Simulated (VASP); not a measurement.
# Na2Os (P6/mmm) in VASP: notebook, part 2 of 2

VASP 6.6.1. Earlier steps stand in the parts before.

## 3. Relaxation of cell and atoms, PBE

This run uses another cell than the first one, of 19.02 Å³/atom.

INCAR reads:

```
SYSTEM = Na2Os
  PREC = Accurate
  ENCUT = 600
  EDIFF = 1E-7
  ISMEAR = 0
  SIGMA = 0.1
  LREAL = .False.
  LASPH = .True.
  NELM = 80
  ALGO = Fast
  ISIF = 3
  LWAVE = .False.
  LCHARG = .False.
  GGA = PE
  IBRION = 2
  NSW = 100
  EDIFFG = -0.01
```

KPOINTS reads:

```
regular mesh
0
Gamma
  12 12 18
  0 0 0
```

POSCAR reads:

```
Na2Os
1.0
    5.1852139390      0.0000000000      0.0000000000
   -2.5926069695      4.4905269952      0.0000000000
    0.0000000000      0.0000000000      2.4509634227
Na Os
2 1
Direct
    0.3333333333      0.6666666667      0.5000000000
    0.6666666667      0.3333333333      0.5000000000
    0.0000000000      0.0000000000      0.0000000000
```

Potentials or basis: VASP PAW PBE potentials, release 64 (Na_pv, Os).

On the command line:

```bash
cat potpaw_PBE.64/Na_pv/POTCAR potpaw_PBE.64/Os/POTCAR > POTCAR
mpirun -np 1 vasp_std > vasp.out
```

OUTCAR:

```text
SYSTEM = Na2Os
   PREC = Accurate
   ENCUT = 600
   EDIFF = 1E-7
   ISMEAR = 0
   LREAL = .False.
   LASPH = .True.
   NELM = 80
   ISIF = 3
   GGA = PE
   IBRION = 2
   NSW = 100
   EDIFFG = -0.01

 ion  position               nearest neighbor table
   1  0.333  0.667  0.500-
   2  0.667  0.333  0.500-
   3  0.000  0.000  0.000-

  LATTYP: Found a hexagonal cell.
 ALAT       =     5.1852139390
 C/A-ratio  =     0.4726831817

  Lattice vectors:

 A1 = (   5.1852139390,   0.0000000000,   0.0000000000)
 A2 = (  -2.5926069695,   4.4905269952,   0.0000000000)
 A3 = (   0.0000000000,   0.0000000000,   2.4509634227)

Analysis of symmetry for initial positions (statically):
=====================================================================
 Subroutine PRICEL returns:
 Original cell was already a primitive cell.

 Routine SETGRP: Setting up the symmetry group for a
 hexagonal supercell.

 Subroutine GETGRP returns: Found 24 space group operations
 (whereof 24 operations were pure point group operations)
 out of a pool of 24 trial point group operations.

The static configuration has the point symmetry D_6h.

Analysis of symmetry for dynamics (positions and initial velocities):
=====================================================================
 Subroutine PRICEL returns:
 Original cell was already a primitive cell.

 Routine SETGRP: Setting up the symmetry group for a
 hexagonal supercell.

 Subroutine GETGRP returns: Found 24 space group operations
 (whereof 24 operations were pure point group operations)
 out of a pool of 24 trial point group operations.

The dynamic configuration has the point symmetry D_6h.

 Subroutine INISYM returns: Found 24 space group operations
 (whereof 24 operations are pure point group operations),
 and found     1 'primitive' translations

----------------------------------------------------------------------------------------

                                     Primitive cell

  volume of cell :      57.0691

  direct lattice vectors                    reciprocal lattice vectors
     5.185213939  0.000000000  0.000000000     0.192856073  0.111345506  0.000000000
    -2.592606969  4.490526995  0.000000000     0.000000000  0.222691012  0.000000000
     0.000000000  0.000000000  2.450963423     0.000000000  0.000000000  0.408002825

  length of vectors
     5.185213939  5.185213939  2.450963423     0.222691012  0.222691012  0.408002825

  position of ions in fractional coordinates (direct lattice)
     0.333333333  0.666666667  0.500000000
     0.666666667  0.333333333  0.500000000
     0.000000000  0.000000000  0.000000000

  ion indices of the primitive-cell ions
   primitive index   ion index
                 1           1
                 2           2
                 3           3

----------------------------------------------------------------------------------------

 KPOINTS: regular mesh

Automatic generation of k-mesh.
 Grid dimensions read from file:
 generate k-points for:   12   12   18

[... 53 lines left out ...]
 SYSTEM =  Na2Os
   PREC   = accura    normal or accurate (medium, high low for compatibility)
   ISTART =      0    job   : 0-new  1-cont  2-samecut
   ICHARG =      2    charge: 1-file 2-atom 10-const
   ISPIN  =      1    spin polarized calculation?
   LNONCOLLINEAR =      F non collinear calculations
   LSORBIT =      F    spin-orbit coupling
   LASPH  =      T    aspherical Exc in radial PAW
   ENCUT  =  600.0 eV  44.10 Ry    6.64 a.u.  10.36 10.36  4.90*2*pi/ulx,y,z
   NELM   =     80;   NELMIN=  2; NELMDL= -5     # of ELM steps
   EDIFF  = 0.1E-06   stopping-criterion for ELM
   LREAL  =      F    real-space projection
   EDIFFG = -.1E-01   stopping-criterion for IOM
   NSW    =    100    number of steps for IOM
   IBRION =      2    ionic relax: 0-MD 1-quasi-New 2-CG
   NFREE  =      1    steps in history (QN), initial steepest desc. (CG)
   ISIF   =      3    stress and relaxation
   ISYM   =      2    0-nonsym 1-usesym 2-fastsym
   POTIM  = 0.5000    time-step for ionic-motion
   TEBEG  =    0.0;   TEEND  =   0.0 temperature during run
   PSTRESS=    0.0 pullay stress
   NELECT =      22.0000    total number of electrons
   NUPDOWN=      -1.0000    fix difference up-down
   EMIN   =  10.00;   EMAX   =-10.00  energy-range for DOS
   EFERMI =   0.00;   METHOD = LEGACY
   ISMEAR =     0;   SIGMA  =   0.10  broadening in eV -4-tet -1-fermi 0-gaus
   EFERMI_NEDOS =   21; number of points for ismear=-14 and -15
   IALGO  =     68    algorithm
   IMIX   =      4    mixing-type and parameters
     AMIX     =   0.40;   BMIX     =  1.00
     AMIX_MAG =   1.60;   BMIX_MAG =  1.00
  volume/ion in A,a.u.               =      19.02       128.37
  Fermi-wavevector in a.u.,A,eV,Ry     =   1.191467  2.251547 19.314752  1.419594
  Thomas-Fermi vector in A             =   2.327528
   LORBIT       =      0    0 simple, 1 ext, 2 COOP (PROOUT), +10 PAW based schemes
   GGA     = PE    functional components
   LHFCALC =     F    Hartree Fock is set to
   AEXX    =    0.0000 exact exchange contribution
   IVDW    =     0    specifies the selected vdW correction
   LEPSILON=     F    determine dielectric tensor
   LRPA    =     F    only Hartree local field effects (RPA)
 conjugate gradient relaxation of ions
 non-spin polarized calculation
 RMM-DIIS sequential band-by-band and
 Gauss-broadening in eV      SIGMA  =   0.10
  energy-cutoff  :      600.00
  volume of cell :       57.07
 maximum number of plane-waves:      1929
 NGX is ok and might be reduce to    42
   NGX = 21   NGY = 21   NGZ =  9

--------------------------------------- Ionic step        1  -------------------------------------------

 number of electron      22.0000016 magnetization

 Free energy of the ion-electron system (eV)
  ---------------------------------------------------
  ext. energy  EPLUGINS =         0.00000000
  ---------------------------------------------------
  free energy    TOTEN  =       -11.40473064 eV

  energy without entropy =      -11.38796848  energy(sigma->0) =      -11.39634956

------------------------ aborting loop because EDIFF is reached ----------------------------------------

  FORCE on cell =-STRESS in cart. coord.  units (eV):
  Direction    XX          YY          ZZ          XY          YZ          ZX
  --------------------------------------------------------------------------------------
  -------------------------------------------------------------------------------------
  Total       -0.2142224     -0.2142224      1.4038542      0.0000000     -0.0000000      0.0000000
  in kB       -6.0141560     -6.0141560     39.4122978      0.0000000     -0.0000000      0.0000000
  external PRESSURE =       9.1279953 kB  Pullay stress =       0.0000000 kB
[... 135 lines left out ...]
--------------------------------------- Ionic step        5  -------------------------------------------

 number of electron      21.9999995 magnetization

 Free energy of the ion-electron system (eV)
  ---------------------------------------------------
  ext. energy  EPLUGINS =         0.00000000
  ---------------------------------------------------
  free energy    TOTEN  =       -11.41699885 eV

  energy without entropy =      -11.40060740  energy(sigma->0) =      -11.40880312

 E-fermi :   2.8725     XC(G=0):  -9.7175

 val. band max:        2.8713892225   @ k =   0.4167   0.1667   0.3889
 cond. band min:       2.8735311330   @ k =   0.1667   0.1667   0.5000
 fundamental gap:      0.0021419105
 Fermi energy:         2.8725452221

 k-point     1 :       0.0000    0.0000    0.0000
  band No.  band energies     occupation
      1     -21.1811      2.00000
      2     -21.1811      2.00000
      3     -21.0643      2.00000
      4     -21.0643      2.00000
      5     -20.9364      2.00000
      6     -20.9211      2.00000
      7      -3.1835      2.00000
      8      -1.0458      2.00000
      9       1.2924      2.00000
     10       1.2924      2.00000
     11       5.0748      0.00000
     12       5.0748      0.00000
     13       5.0856      0.00000
     14       5.0856      0.00000
[... 401 lines left out ...]
      2     -21.1605      2.00000
      3     -21.0817      2.00000
      4     -21.0533      2.00000
      5     -20.9532      2.00000
      6     -20.9438      2.00000
      7      -2.6963      2.00000
      8      -0.4553      2.00000
      9       1.0824      2.00000
     10       1.6694      2.00000
     11       2.2656      2.00000
     12       3.8501      0.00000
     13       4.9436      0.00000
     14       5.2746      0.00000
     15       7.5408      0.00000

 [... further k-points ...]

------------------------ aborting loop because EDIFF is reached ----------------------------------------

  FORCE on cell =-STRESS in cart. coord.  units (eV):
  Direction    XX          YY          ZZ          XY          YZ          ZX
  --------------------------------------------------------------------------------------
  -------------------------------------------------------------------------------------
  Total       -0.0212341     -0.0212341     -0.0114108      0.0000000      0.0000000      0.0000000
  in kB       -0.5948072     -0.5948072     -0.3196370      0.0000000      0.0000000      0.0000000
  external PRESSURE =      -0.5030838 kB  Pullay stress =       0.0000000 kB
[... 18 lines left out ...]
  FREE ENERGIE OF THE ION-ELECTRON SYSTEM (eV)
  ---------------------------------------------------
  free  energy   TOTEN  =       -11.4169988464 eV

  energy  without entropy=      -11.4006074007  energy(sigma->0) =      -11.40880312

 reached required accuracy - stopping structural energy minimisation
```

OSZICAR:

```text
N       E                     dE             d eps       ncg     rms          rms(c)
DAV:   1     0.180405890509E+03    0.18041E+03   -0.12845E+04  5708   0.185E+03
[... 50 lines left out ...]
DAV:   1    -0.114181870639E+02   -0.12847E-02   -0.27900E-02  6183   0.238E+00    0.213E-01
RMM:   2    -0.114171601929E+02    0.10269E-02   -0.27161E-03  6107   0.519E-01    0.102E-01
RMM:   3    -0.114170452363E+02    0.11496E-03   -0.30227E-04  5870   0.241E-01    0.512E-02
RMM:   4    -0.114169993853E+02    0.45851E-04   -0.11345E-04  6267   0.121E-01    0.905E-03
RMM:   5    -0.114169989254E+02    0.45984E-06   -0.18868E-05  6910   0.490E-02    0.382E-03
RMM:   6    -0.114169988214E+02    0.10399E-06   -0.27228E-06  6313   0.199E-02    0.127E-03
RMM:   7    -0.114169988464E+02   -0.24947E-07   -0.45618E-07  4966   0.982E-03
   5 F= -.11416999E+02 E0= -.11408803E+02  d E =-.923113E-03
```

Wall time 4.1 min (1 thread of Intel Xeon 6975P-C (Granite Rapids), shared host); peak memory 0.35 GiB.

What came out:

| Property | Result |
| --- | --- |
| Free energy | -11.4170 eV |
| Relaxed volume | 19.07 Å³/atom |
| Relaxed cell | a = 5.151 Å, b = 5.151 Å, c = 2.489 Å, α = 90.00°, β = 90.00°, γ = 120.00° |
| Space group after relaxing (to 0.1 Å) | P6/mmm (No. 191) |
| Energy gained by relaxing | 4.1 meV/atom |
| Ionic steps | 5 |
| Pressure after relaxing | -0.1 GPa |
| Band gap on the k mesh | zero (bands 11 and 12 overlap by 3.22 eV) |

Step by step:
| step | energy change (eV) | largest force (eV/Å) | pressure (GPa) | volume (Å³) |
| --- | --- | --- | --- | --- |
| 1 | 0.0000 | 0.0000 | 0.91 | 57.07 |
| 2 | -0.0094 | 0.0000 | -0.93 | 57.96 |
| 3 | -0.0113 | 0.0000 | -0.41 | 57.69 |
| 4 | -0.0122 | 0.0000 | -0.13 | 57.33 |
| 5 | -0.0123 | 0.0000 | -0.05 | 57.20 |

Final structure:
```
CELL_PARAMETERS angstrom
5.15077 0.00000 0.00000
-2.57538 4.46070 0.00000
0.00000 0.00000 2.48939
ATOMIC_POSITIONS crystal
Na 0.33333 0.66667 0.50000
Na 0.66667 0.33333 0.50000
Os 0.00000 0.00000 0.00000
```

Caveat: spin-orbit coupling is left out, which moves the levels of the heavy elements.
